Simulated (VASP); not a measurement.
# Y3Mg2I2 (P6/mmm) in VASP: a series of runs, part 2 of 2

VASP 6.6.1.

## 4. Single point, PBE

This run uses another cell than the first one, of 39.57 Å³/atom, 1.189 times its volume.

File INCAR:

```
PREC = Accurate
ENCUT = 520
EDIFF = 1E-6
ISMEAR = 0
SIGMA = 0.1
LREAL = F
LASPH = T
NELM = 80
ALGO = Normal
ISIF = 2
LWAVE = F
LCHARG = F
GGA = PE
NBANDS = 34
```

File KPOINTS:

```
Automatic mesh
0
Gamma
  6 6 2
```

File POSCAR:

```
Y3Mg2I2
1.0
    5.5704312864      0.0000000000      0.0000000000
   -2.7852156432      4.8241350041      0.0000000000
    0.0000000000      0.0000000000     10.3084941526
Y Mg I
3 2 2
Direct
    0.0000000000      0.0000000000      0.3487703256
    0.0000000000      0.0000000000      0.6512296744
    0.0000000000      0.0000000000      0.0000000000
    0.3333333333      0.6666666667      0.5000000000
    0.6666666667      0.3333333333      0.5000000000
    0.3333333333      0.6666666667      0.0000000000
    0.6666666667      0.3333333333      0.0000000000
```

Potentials or basis: VASP PAW PBE potentials, release 64 (Y_sv, Mg, I).

Started as:

```
cat potpaw_PBE.64/Y_sv/POTCAR potpaw_PBE.64/Mg/POTCAR potpaw_PBE.64/I/POTCAR > POTCAR
mpirun -np 1 vasp_std > vasp.out
```

OUTCAR:

```text
PREC = Accurate
   ENCUT = 520
   EDIFF = 1E-6
   ISMEAR = 0
   LREAL = F
   LASPH = T
   NELM = 80
   ISIF = 2
   GGA = PE

 ion  position               nearest neighbor table
   1  0.000  0.000  0.349-   2 3.12   4 3.57   5 3.57   5 3.57   4 3.57   5 3.57   4 3.57   3 3.60

   2  0.000  0.000  0.651-   1 3.12   4 3.57   5 3.57   5 3.57   4 3.57   5 3.57   4 3.57   3 3.60

   3  0.000  0.000  0.000-   6 3.22   7 3.22   7 3.22   6 3.22   7 3.22   6 3.22   1 3.60   2 3.60

   4  0.333  0.667  0.500-   5 3.22   5 3.22   5 3.22   1 3.57   2 3.57   2 3.57   1 3.57   2 3.57
                             1 3.57
   5  0.667  0.333  0.500-   4 3.22   4 3.22   4 3.22   1 3.57   2 3.57   1 3.57   2 3.57   1 3.57
                             2 3.57
[... 718 lines left out ...]
  Total       -0.0091088     -0.0091088      0.0335894      0.0000000     -0.0000000      0.0000000
  in kB       -0.0526826     -0.0526826      0.1942716      0.0000000     -0.0000000      0.0000000
  external PRESSURE =       0.0296354 kB  Pullay stress =       0.0000000 kB

 VOLUME and BASIS-vectors are now :
 -----------------------------------------------------------------------------
  energy-cutoff  :      520.00
  volume of cell :      277.02
      direct lattice vectors                 reciprocal lattice vectors
     5.570431286  0.000000000  0.000000000     0.179519313  0.103645524  0.000000000
    -2.785215643  4.824135004  0.000000000     0.000000000  0.207291048  0.000000000
     0.000000000  0.000000000 10.308494153     0.000000000  0.000000000  0.097007379

 POSITION                                       TOTAL-FORCE (eV/Angst)
 -----------------------------------------------------------------------------------
      0.00000      0.00000      3.59530        -0.000000      0.000000     -0.036269
      0.00000      0.00000      6.71320         0.000000     -0.000000      0.036269
      0.00000      0.00000      0.00000         0.000000     -0.000000     -0.000000
     -0.00000      3.21609      5.15425        -0.000000      0.000000     -0.000000
      2.78522      1.60805      5.15425         0.000000     -0.000000      0.000000
     -0.00000      3.21609      0.00000        -0.000000     -0.000000     -0.000000
      2.78522      1.60805      0.00000         0.000000     -0.000000     -0.000000
 -----------------------------------------------------------------------------------
    total drift:                               -0.000000      0.000000      0.000000

  FREE ENERGIE OF THE ION-ELECTRON SYSTEM (eV)
  ---------------------------------------------------
  free  energy   TOTEN  =       -24.7967556975 eV

  energy  without entropy=      -24.7554686304  energy(sigma->0) =      -24.77611216
```

OSZICAR:

```text
N       E                     dE             d eps       ncg     rms          rms(c)
DAV:   1     0.279618620787E+03    0.27962E+03   -0.21792E+04   968   0.127E+03
DAV:   2     0.403934090027E+01   -0.27558E+03   -0.26727E+03  1186   0.285E+02
DAV:   3    -0.236654029493E+02   -0.27705E+02   -0.27216E+02  1502   0.602E+01
DAV:   4    -0.261803277654E+02   -0.25149E+01   -0.24841E+01  1544   0.169E+01
DAV:   5    -0.262554438098E+02   -0.75116E-01   -0.74949E-01  1406   0.285E+00    0.281E+01
DAV:   6    -0.249536053403E+02    0.13018E+01   -0.67877E+00  1142   0.740E+00    0.199E+01
DAV:   7    -0.248706425398E+02    0.82963E-01   -0.28874E+00  1332   0.416E+00    0.898E+00
DAV:   8    -0.248073983933E+02    0.63244E-01   -0.78769E-01  1260   0.287E+00    0.168E+00
DAV:   9    -0.247978985874E+02    0.94998E-02   -0.68373E-02  1358   0.101E+00    0.754E-01
DAV:  10    -0.247970003526E+02    0.89823E-03   -0.15331E-02  1286   0.575E-01    0.307E-01
DAV:  11    -0.247967277195E+02    0.27263E-03   -0.23357E-03  1366   0.172E-01    0.840E-02
DAV:  12    -0.247967480794E+02   -0.20360E-04   -0.25072E-04  1502   0.763E-02    0.349E-02
DAV:  13    -0.247967525214E+02   -0.44420E-05   -0.36380E-05  1432   0.226E-02    0.157E-02
DAV:  14    -0.247967549499E+02   -0.24285E-05   -0.93902E-06  1216   0.144E-02    0.579E-03
DAV:  15    -0.247967556975E+02   -0.74762E-06   -0.13517E-06   904   0.465E-03
   1 F= -.24796756E+02 E0= -.24776112E+02  d E =-.412871E-01
```

Run time: 2.1 min. Hardware: 1 thread of Intel Xeon Platinum 8559C (Emerald Rapids), shared host; peak memory 0.44 GiB.

Results:

```
Free energy   : -24.7968 eV
Pressure      : 0.0 GPa
Largest force : 0.036 eV/Å
```

Forces on the atoms (eV/Å):
```
Y    0.000  0.000 -0.036
Y    0.000  0.000  0.036
Y    0.000  0.000  0.000
Mg   0.000  0.000  0.000
Mg   0.000  0.000  0.000
I    0.000  0.000  0.000
I    0.000  0.000  0.000
```

Levels at points of the mesh, in eV from the Fermi level:
| k point | band 23 | band 24 | band 25 | band 26 | band 27 | band 28 |
| --- | --- | --- | --- | --- | --- | --- |
| (0.00, 0.00, 0.00) | -1.15 | -0.36 | -0.36 | -0.05 | -0.05 | 0.53 |
| (0.50, 0.00, 0.00) | -1.07 | -0.77 | -0.24 | 0.25 | 0.27 | 0.42 |
| (0.00, 0.00, 0.50) | -0.38 | -0.38 | -0.31 | -0.20 | -0.20 | -0.03 |
| (0.50, 0.00, 0.50) | -0.83 | -0.80 | -0.68 | 0.06 | 0.11 | 0.25 |

Caveat: spin-orbit coupling is left out, which moves the levels of the heavy elements; an odd number of electrons without spin polarisation forces a metal; a magnetic or distorted state may lie lower.

## 5. The runs side by side

```tsv
cell	smearing	gap on the mesh (eV)	pressure (GPa)	largest force (eV/Å)
a = 5.051, b = 5.051, c = 10.546 Å, angles 90.0, 90.0, 120.0°, 7 atoms	gaussian 0.1 eV	none	10.1	1.27
a = 5.575, b = 5.575, c = 10.190 Å, angles 90.0, 90.0, 120.0°, 7 atoms	gaussian 0.2 eV	none	0.1	0.05
a = 5.570, b = 5.570, c = 10.308 Å, angles 90.0, 90.0, 120.0°, 7 atoms	gaussian 0.1 eV	none	0.0	0.04
```

Alike in all rows: task single point; level PBE; potentials or basis VASP PAW PBE potentials, release 64 (Y_sv, Mg, I); no spin polarisation; k mesh 6 × 6 × 2; cutoff (eV) 520.

Caveats: spin-orbit coupling is left out, which moves the levels of the heavy elements; an odd number of electrons without spin polarisation forces a metal; a magnetic or distorted state may lie lower.

Total energies depend on the potentials used, so only differences within one code and one set of settings carry meaning.
